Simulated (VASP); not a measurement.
# CaIrN2 (R-3m) in VASP: further runs

Runs on CaIrN2. Level: PBE. Tasks: single point.

Everything below comes from runs of VASP 6.6.1. Logs are shortened: lines on timing, memory, paths and dates and some standing lists are left out, and cuts for length are marked.

## 1. The cell of the first run

Symmetry: R-3m, No. 166, trigonal system. Conventional cell: a = 3.160 Å, b = 3.160 Å, c = 14.401 Å, α = 90.00°, β = 90.00°, γ = 120.00°. Within 3.4 Å of Ca (site symmetry -3m) lie 8 N at 2.35 to 3.32 Å and 6 Ir at 3.01 Å and 6 Ca at 3.16 Å. Ir (site symmetry -3m) has 6 N at 2.05 Å within 2.7 Å. N (site symmetry 3m) has 3 Ir at 2.05 Å and 3 Ca at 2.35 Å and 3 N at 2.60 Å within 2.7 Å.

## 2. Single point, PBE

The input, INCAR:

```
SYSTEM = CaIrN2
  PREC = Accurate
  ENCUT = 600
  EDIFF = 1E-6
  ISMEAR = -1
  SIGMA = 0.1
  LREAL = .FALSE.
  LASPH = .TRUE.
  NELM = 120
  ALGO = Normal
  ISIF = 2
  LWAVE = .FALSE.
  LCHARG = .FALSE.
  GGA = PE
  NBANDS = 22
  GGA_COMPAT = .FALSE.
```

The input, KPOINTS:

```
regular mesh
0
G
  8 8 8
  0 0 0
```

The input, POSCAR:

```
CaIrN2
1.0
    1.5800665263      0.9122518330      4.8004279372
   -1.5800665263      0.9122518330      4.8004279372
    0.0000000000     -1.8245036660      4.8004279372
Ca Ir N
1 1 2
Direct
    0.0000000000      0.0000000000      0.0000000000
    0.5000000000      0.5000000000      0.5000000000
    0.7691190000      0.7691190000      0.7691190000
    0.2308810000      0.2308810000      0.2308810000
```

Potentials or basis: VASP PAW PBE potentials, release 64 (Ca_sv, Ir, N).

The run is started by

```console
$ cat potpaw_PBE.64/Ca_sv/POTCAR potpaw_PBE.64/Ir/POTCAR potpaw_PBE.64/N/POTCAR > POTCAR
$ mpirun -np 1 vasp_std > vasp.out
```

OUTCAR:

```text
SYSTEM = CaIrN2
   PREC = Accurate
   ENCUT = 600
   EDIFF = 1E-6
   ISMEAR = -1
   LREAL = .FALSE.
   LASPH = .TRUE.
   NELM = 120
   ISIF = 2
   GGA = PE

 ion  position               nearest neighbor table
   1  0.000  0.000  0.000-   3 2.35   4 2.35   3 2.35   3 2.35   4 2.35   4 2.35   2 3.01   2 3.01
                             2 3.01   2 3.01   2 3.01   2 3.01
   2  0.500  0.500  0.500-   4 2.05   3 2.05   4 2.05   4 2.05   3 2.05   3 2.05   1 3.01   1 3.01
                             1 3.01   1 3.01   1 3.01   1 3.01
   3  0.769  0.769  0.769-   2 2.05   2 2.05   2 2.05   1 2.35   1 2.35   1 2.35
   4  0.231  0.231  0.231-   2 2.05   2 2.05   2 2.05   1 2.35   1 2.35   1 2.35

  LATTYP: Found a trigonal (rhomboedric) cell.
 ALAT       =     5.1354573326
 COS(alpha) =     0.8106686683

  Lattice vectors:

 A1 = (   1.5800665263,   0.9122518330,   4.8004279372)
 A2 = (  -1.5800665263,   0.9122518330,   4.8004279372)
 A3 = (   0.0000000000,  -1.8245036660,   4.8004279372)

Analysis of symmetry for initial positions (statically):
=====================================================================
 Subroutine PRICEL returns:
 Original cell was already a primitive cell.

 Routine SETGRP: Setting up the symmetry group for a
 trigonal (rhombohedral) supercell.

 Subroutine GETGRP returns: Found 12 space group operations
 (whereof 12 operations were pure point group operations)
 out of a pool of 12 trial point group operations.

The static configuration has the point symmetry D_3d.

Analysis of symmetry for dynamics (positions and initial velocities):
=====================================================================
 Subroutine PRICEL returns:
 Original cell was already a primitive cell.

 Routine SETGRP: Setting up the symmetry group for a
 trigonal (rhombohedral) supercell.

 Subroutine GETGRP returns: Found 12 space group operations
 (whereof 12 operations were pure point group operations)
 out of a pool of 12 trial point group operations.

The dynamic configuration has the point symmetry D_3d.

 Subroutine INISYM returns: Found 12 space group operations
 (whereof 12 operations are pure point group operations),
 and found     1 'primitive' translations

----------------------------------------------------------------------------------------

                                     Primitive cell

  volume of cell :      41.5166

  direct lattice vectors                    reciprocal lattice vectors
     1.580066526  0.912251833  4.800427937     0.316442372  0.182698089  0.069438254
    -1.580066526  0.912251833  4.800427937    -0.316442372  0.182698089  0.069438254
     0.000000000 -1.824503666  4.800427937     0.000000000 -0.365396178  0.069438254

  length of vectors
     5.135457333  5.135457333  5.135457332     0.371935529  0.371935529  0.371935530

  position of ions in fractional coordinates (direct lattice)
     0.000000000  0.000000000  0.000000000
     0.500000000  0.500000000  0.500000000
     0.769119000  0.769119000  0.769119000
     0.230881000  0.230881000  0.230881000

  ion indices of the primitive-cell ions
   primitive index   ion index
                 1           1
                 2           2
                 3           3
                 4           4

----------------------------------------------------------------------------------------

 KPOINTS: regular mesh

Automatic generation of k-mesh.
 Grid dimensions read from file:
 generate k-points for:    8    8    8

 Generating k-lattice:

  Cartesian coordinates                     Fractional coordinates (reciprocal lattice)
     0.039555297  0.022837261  0.008679782     0.125000000  0.000000000  0.000000000
    -0.039555297  0.022837261  0.008679782     0.000000000  0.125000000  0.000000000
     0.000000000 -0.045674522  0.008679782     0.000000000  0.000000000  0.125000000

  Length of vectors
     0.046491941  0.046491941  0.046491941

  Shift w.r.t. Gamma in fractional coordinates (k-lattice)
     0.000000000  0.000000000  0.000000000

 Subroutine IBZKPT returns following result:
 ===========================================

 Found     65 irreducible k-points:

 Following reciprocal coordinates:
            Coordinates               Weight
  0.000000  0.000000  0.000000      1.000000
  0.125000  0.000000  0.000000      6.000000
  0.250000  0.000000  0.000000      6.000000
  0.375000 -0.000000  0.000000      6.000000
  0.500000  0.000000  0.000000      3.000000
  0.125000  0.125000  0.000000      6.000000
[... 16 lines left out ...]
  0.250000  0.125000  0.125000      6.000000
  0.375000  0.125000  0.125000      6.000000
 [... further k-points ...]
   k-points           NKPTS =     65   k-points in BZ     NKDIM =     65   number of bands    NBANDS=     22
   number of dos      NEDOS =    301   number of ions     NIONS =      4
   total plane-waves  NPLWV =  74088
   dimension x,y,z NGX =    42 NGY =   42 NGZ =   42
   dimension x,y,z NGXF=    84 NGYF=   84 NGZF=   84
   ions per type =               1   1   2
   NGX,Y,Z   is equivalent  to a cutoff of  13.60, 13.60, 13.60 a.u.
   NGXF,Y,Z  is equivalent  to a cutoff of  27.19, 27.19, 27.19 a.u.
 SYSTEM =  CaIrN2
   PREC   = accura    normal or accurate (medium, high low for compatibility)
   ISTART =      0    job   : 0-new  1-cont  2-samecut
   ICHARG =      2    charge: 1-file 2-atom 10-const
   ISPIN  =      1    spin polarized calculation?
   LNONCOLLINEAR =      F non collinear calculations
   LSORBIT =      F    spin-orbit coupling
   LASPH  =      T    aspherical Exc in radial PAW
   ENCUT  =  600.0 eV  44.10 Ry    6.64 a.u.  10.26 10.26 10.26*2*pi/ulx,y,z
   NELM   =    120;   NELMIN=  2; NELMDL= -5     # of ELM steps
   EDIFF  = 0.1E-05   stopping-criterion for ELM
   LREAL  =      F    real-space projection
   EDIFFG = 0.1E-04   stopping-criterion for IOM
   NSW    =      0    number of steps for IOM
   IBRION =     -1    ionic relax: 0-MD 1-quasi-New 2-CG
   NFREE  =      0    steps in history (QN), initial steepest desc. (CG)
   ISIF   =      2    stress and relaxation
   ISYM   =      2    0-nonsym 1-usesym 2-fastsym
   POTIM  = 0.5000    time-step for ionic-motion
   TEBEG  =    0.0;   TEEND  =   0.0 temperature during run
   PSTRESS=    0.0 pullay stress
   NELECT =      29.0000    total number of electrons
   NUPDOWN=      -1.0000    fix difference up-down
   EMIN   =  10.00;   EMAX   =-10.00  energy-range for DOS
   EFERMI =   0.00;   METHOD = LEGACY
   ISMEAR =    -1;   SIGMA  =   0.10  broadening in eV -4-tet -1-fermi 0-gaus
   EFERMI_NEDOS =   21; number of points for ismear=-14 and -15
   IALGO  =     38    algorithm
   IMIX   =      4    mixing-type and parameters
     AMIX     =   0.40;   BMIX     =  1.00
     AMIX_MAG =   1.60;   BMIX_MAG =  1.00
  volume/ion in A,a.u.               =      10.38        70.04
  Fermi-wavevector in a.u.,A,eV,Ry     =   1.452559  2.744938 28.707301  2.109927
  Thomas-Fermi vector in A             =   2.569927
   LORBIT       =      0    0 simple, 1 ext, 2 COOP (PROOUT), +10 PAW based schemes
   GGA     = PE    functional components
   LHFCALC =     F    Hartree Fock is set to
   AEXX    =    0.0000 exact exchange contribution
   IVDW    =     0    specifies the selected vdW correction
   LEPSILON=     F    determine dielectric tensor
   LRPA    =     F    only Hartree local field effects (RPA)
 non-spin polarized calculation
  energy-cutoff  :      600.00
  volume of cell :       41.52
 maximum number of plane-waves:      1411
 NGX is ok and might be reduce to    42
   NGX = 21   NGY = 21   NGZ = 21

 number of electron      29.0000001 magnetization

 Free energy of the ion-electron system (eV)
  ---------------------------------------------------
  ext. energy  EPLUGINS =         0.00000000
  ---------------------------------------------------
  free energy    TOTEN  =       -27.80551747 eV

  energy without entropy =      -27.74133069  energy(sigma->0) =      -27.77342408

 E-fermi :   8.2820     XC(G=0): -12.8117

 val. band max:        8.2197191399   @ k =  -0.1250   0.1250   0.0000
 cond. band min:       8.2820219282   @ k =  -0.2500   0.3750   0.1250
 fundamental gap:      0.0623027883
 Fermi energy:         8.2819869200

 k-point     1 :       0.0000    0.0000    0.0000
  band No.  band energies     occupation
      1     -30.9894      2.00000
      2     -12.5708      2.00000
      3     -11.6652      2.00000
      4     -11.6652      2.00000
      5      -8.9434      2.00000
      6      -4.7482      2.00000
[... 14 lines left out ...]
     21      14.6444      0.00000
     22      15.1584      0.00000

 k-point     2 :       0.1250    0.0000    0.0000
  band No.  band energies     occupation
      1     -30.9664      2.00000
      2     -12.5247      2.00000
      3     -11.8779      2.00000
      4     -11.6991      2.00000
      5      -8.5916      2.00000
      6      -5.1375      2.00000
[... 14 lines left out ...]
     21      15.1458      0.00000
     22      15.9999      0.00000

 k-point     3 :       0.2500    0.0000    0.0000
  band No.  band energies     occupation
      1     -30.9104      2.00000
      2     -12.4078      2.00000
      3     -12.3144      2.00000
      4     -11.7797      2.00000
      5      -7.7791      2.00000
      6      -5.8226      2.00000
[... 14 lines left out ...]
     21      15.5551      0.00000
     22      16.6642      0.00000

 k-point     4 :       0.3750   -0.0000    0.0000
  band No.  band energies     occupation
      1     -30.8537      2.00000
      2     -12.7178      2.00000
      3     -12.2533      2.00000
      4     -11.8589      2.00000
      5      -6.9920      2.00000
      6      -6.2802      2.00000
[... 14 lines left out ...]
     21      15.9309      0.00000
     22      16.3819      0.00000

 k-point     5 :       0.5000    0.0000    0.0000
  band No.  band energies     occupation
      1     -30.8300      2.00000
      2     -12.8700      2.00000
      3     -12.1895      2.00000
      4     -11.8912      2.00000
      5      -6.7229      2.00000
      6      -6.3711      2.00000
[... 417 lines left out ...]
 k-point    22 :       0.1250    0.1250    0.1250
  band No.  band energies     occupation
      1     -30.9888      2.00000
      2     -12.6198      2.00000
      3     -11.6658      2.00000
      4     -11.6658      2.00000
      5      -8.8156      2.00000
      6      -4.8745      2.00000
[... 14 lines left out ...]
     21      14.5128      0.00000
     22      15.6893      0.00000

 k-point    23 :       0.2500    0.1250    0.1250
  band No.  band energies     occupation
      1     -30.9656      2.00000
      2     -12.5886      2.00000
      3     -11.8723      2.00000
      4     -11.7001      2.00000
      5      -8.4301      2.00000
      6      -5.2508      2.00000
[... 14 lines left out ...]
     21      15.3165      0.00000
     22      15.8059      0.00000

 k-point    24 :       0.3750    0.1250    0.1250
  band No.  band energies     occupation
      1     -30.9098      2.00000
      2     -12.4469      2.00000
      3     -12.3114      2.00000
      4     -11.7805      2.00000
      5      -7.7084      2.00000
      6      -5.7840      2.00000
[... 14 lines left out ...]
     21      15.1618      0.00000
     22      17.0415      0.00000

 [... further k-points ...]
[... 5 lines left out ...]
  --------------------------------------------------------------------------------------
  -------------------------------------------------------------------------------------
  Total        9.9688353      9.9688353      7.7989822     -0.0000000     -0.0000000      0.0000000
  in kB      384.7101821    384.7101810    300.9727587     -0.0000000     -0.0000000      0.0000000
  external PRESSURE =     356.7977073 kB  Pullay stress =       0.0000000 kB

 VOLUME and BASIS-vectors are now :
 -----------------------------------------------------------------------------
  energy-cutoff  :      600.00
  volume of cell :       41.52
      direct lattice vectors                 reciprocal lattice vectors
     1.580066526  0.912251833  4.800427937     0.316442372  0.182698089  0.069438254
    -1.580066526  0.912251833  4.800427937    -0.316442372  0.182698089  0.069438254
     0.000000000 -1.824503666  4.800427937     0.000000000 -0.365396178  0.069438254

 POSITION                                       TOTAL-FORCE (eV/Angst)
 -----------------------------------------------------------------------------------
      0.00000      0.00000      0.00000         0.000000     -0.000000      0.000000
      0.00000      0.00000      7.20064        -0.000000     -0.000000      0.000000
      0.00000      0.00000     11.07630         0.000000      0.000000     -0.971162
      0.00000      0.00000      3.32498         0.000000     -0.000000      0.971162
 -----------------------------------------------------------------------------------
    total drift:                                0.000000      0.000000     -0.000000

  FREE ENERGIE OF THE ION-ELECTRON SYSTEM (eV)
  ---------------------------------------------------
  free  energy   TOTEN  =       -27.8055174750 eV

  energy  without entropy=      -27.7413306926  energy(sigma->0) =      -27.77342408
```

Wall time 5.1 min (1 thread of Intel Xeon 8259CL, shared host); peak memory 0.32 GiB.

What came out:

| Quantity | Value |
| --- | --- |
| Free energy | -27.8055 eV |
| Pressure | 35.7 GPa |
| Largest force | 0.971 eV/Å |
| Band gap on the k mesh | zero (an odd number of electrons rules out a gap without spin polarisation) |

Forces in eV/Å, atoms in the order of the input:
```
Ca   0.000  0.000  0.000
Ir   0.000  0.000  0.000
N    0.000  0.000 -0.971
N    0.000  0.000  0.971
```

Levels at points of the mesh, in eV from the Fermi level:
```tsv
k point	band 10	band 11	band 12	band 13	band 14	band 15	band 16	band 17	band 18	band 19
(0.00, 0.00, 0.00)	-2.83	-2.83	-1.54	-1.54	-1.16	-0.23	3.26	3.26	4.20	5.98
(0.50, 0.00, 0.00)	-4.78	-3.72	-3.27	-1.65	-1.46	-0.75	2.72	4.14	4.70	7.09
(0.50, 0.50, 0.00)	-4.49	-3.15	-2.61	-1.72	-1.53	-1.18	3.68	3.78	4.92	7.00
(0.50, 0.50, 0.50)	-3.13	-2.65	-2.65	-2.28	-2.28	-0.11	2.89	5.14	5.14	5.17
```

Caveat: the cell stands under pressure; spin-orbit coupling is left out, which moves the levels of the heavy elements.

## 3. Single point, PBE

This run uses another cell than the first one, of 10.85 Å³/atom.

The input, INCAR:

```
PREC = Accurate ; ENCUT = 600
EDIFF = 1E-6 ; ISMEAR = -1
SIGMA = 0.1 ; LREAL = False
LASPH = True ; NELM = 120
ALGO = Normal ; ISIF = 2
LWAVE = False ; LCHARG = True
GGA = PE ; LELF = True
LVHAR = True ; NBANDS = 22
GGA_COMPAT = False
```

The input, KPOINTS:

```
regular mesh
0
Gamma
  8 8 8
```

The input, POSCAR:

```
CaIrN2
1.0
    1.6036530861      0.9258695396      4.8720866800
   -1.6036530861      0.9258695396      4.8720866800
    0.0000000000     -1.8517390793      4.8720866800
Ca Ir N
1 1 2
Direct
    0.0000000000      0.0000000000      0.0000000000
    0.5000000000      0.5000000000      0.5000000000
    0.7691190000      0.7691190000      0.7691190000
    0.2308810000      0.2308810000      0.2308810000
```

Potentials or basis: VASP PAW PBE potentials, release 64 (Ca_sv, Ir, N).

The run is started by

```console
$ cat potpaw_PBE.64/Ca_sv/POTCAR potpaw_PBE.64/Ir/POTCAR potpaw_PBE.64/N/POTCAR > POTCAR
$ mpirun -np 1 vasp_std > vasp.out
```

Run time: 5.8 min. Hardware: 1 thread of Intel Xeon 8259CL, shared host; peak memory 0.32 GiB.

Results (log left out):

| Quantity | Value |
| --- | --- |
| Free energy | -28.1375 eV |
| Pressure | 20.8 GPa |
| Largest force | 0.596 eV/Å |
| Band gap on the k mesh | zero (an odd number of electrons rules out a gap without spin polarisation) |

Forces in eV/Å, atoms in the order of the input:
```
Ca   0.000  0.000  0.000
Ir   0.000  0.000  0.000
N    0.000  0.000 -0.596
N    0.000  0.000  0.596
```

Stress tensor (GPa, compression positive):
```
22.34  0.00  0.00
 0.00 22.34  0.00
 0.00  0.00 17.74
```

Levels at points of the mesh, in eV from the Fermi level:
```tsv
k point	band 12	band 13	band 14	band 15	band 16	band 17	band 18	band 19
(0.00, 0.00, 0.00)	-1.42	-1.42	-1.06	-0.24	3.18	3.18	4.06	5.87
(0.50, 0.00, 0.00)	-3.08	-1.57	-1.38	-0.74	2.80	3.82	4.45	6.96
(0.50, 0.50, 0.00)	-2.45	-1.62	-1.45	-1.12	3.42	3.63	4.77	6.80
(0.50, 0.50, 0.50)	-2.48	-2.11	-2.11	-0.15	3.01	4.90	4.90	5.12
```

Caveat: the cell stands under pressure; spin-orbit coupling is left out, which moves the levels of the heavy elements.

## 4. Single point, PBE

This run uses another cell than the first one, of 11.32 Å³/atom.

The input, INCAR:

```
PREC = Accurate ; ENCUT = 600
EDIFF = 1E-6 ; ISMEAR = -1
SIGMA = 0.1 ; LREAL = F
LASPH = T ; NELM = 120
ALGO = Normal ; ISIF = 2
LWAVE = F ; LCHARG = F
GGA = PE ; NBANDS = 22
GGA_COMPAT = F
```

KPOINTS is that of step 3.

The input, POSCAR:

```
CaIrN2
1.0
    1.6265655115      0.9390980346      4.9416973231
   -1.6265655115      0.9390980346      4.9416973231
    0.0000000000     -1.8781960692      4.9416973231
Ca Ir N
1 1 2
Direct
    0.0000000000      0.0000000000      0.0000000000
    0.5000000000      0.5000000000      0.5000000000
    0.7691190000      0.7691190000      0.7691190000
    0.2308810000      0.2308810000      0.2308810000
```

The run is started by

```console
$ cat potpaw_PBE.64/Ca_sv/POTCAR potpaw_PBE.64/Ir/POTCAR potpaw_PBE.64/N/POTCAR > POTCAR
$ mpirun -np 1 vasp_std > vasp.out
```

It took 5.4 min on 1 thread of Intel Xeon 8259CL, shared host; peak memory 0.32 GiB.

It converged, with:

* Free energy: -28.3127 eV
* Pressure: 9.0 GPa
* Largest force: 0.286 eV/Å
* Band gap on the k mesh: zero (an odd number of electrons rules out a gap without spin polarisation)

Forces on the atoms (eV/Å):
```
Ca   0.000  0.000  0.000
Ir   0.000  0.000  0.000
N    0.000  0.000 -0.286
N    0.000  0.000  0.286
```

Stress tensor (GPa, compression positive):
```
9.54 0.00 0.00
0.00 9.54 0.00
0.00 0.00 7.83
```

Levels at points of the mesh, in eV from the Fermi level:
```
           k point  band 12  band 13  band 14  band 15  band 16  band 17  band 18  band 19
(0.00, 0.00, 0.00)    -1.32    -1.32    -0.96    -0.25     3.10     3.10     3.89     5.73
(0.50, 0.00, 0.00)    -2.91    -1.50    -1.31    -0.74     2.86     3.54     4.22     6.82
(0.50, 0.50, 0.00)    -2.30    -1.53    -1.37    -1.07     3.17     3.48     4.65     6.62
(0.50, 0.50, 0.50)    -2.34    -1.96    -1.96    -0.19     3.10     4.65     4.65     5.09
```

Caveat: the cell stands under pressure; spin-orbit coupling is left out, which moves the levels of the heavy elements.

## 5. Summary

| cell | gap on the mesh (eV) | pressure (GPa) | largest force (eV/Å) |
| --- | --- | --- | --- |
| a = 5.135 Å, angles 35.8°, 4 atoms | none | 35.7 | 0.97 |
| a = 5.212 Å, angles 35.8°, 4 atoms | none | 20.8 | 0.60 |
| a = 5.287 Å, angles 35.8°, 4 atoms | none | 9.0 | 0.29 |

Alike in all rows: task single point; level PBE; potentials or basis VASP PAW PBE potentials, release 64 (Ca_sv, Ir, N); no spin polarisation; k mesh 8 × 8 × 8; cutoff (eV) 600; smearing fermi-dirac 0.1 eV.

Caveats: the cell stands under pressure; spin-orbit coupling is left out, which moves the levels of the heavy elements.

Total energies depend on the potentials used, so only differences within one code and one set of settings carry meaning.
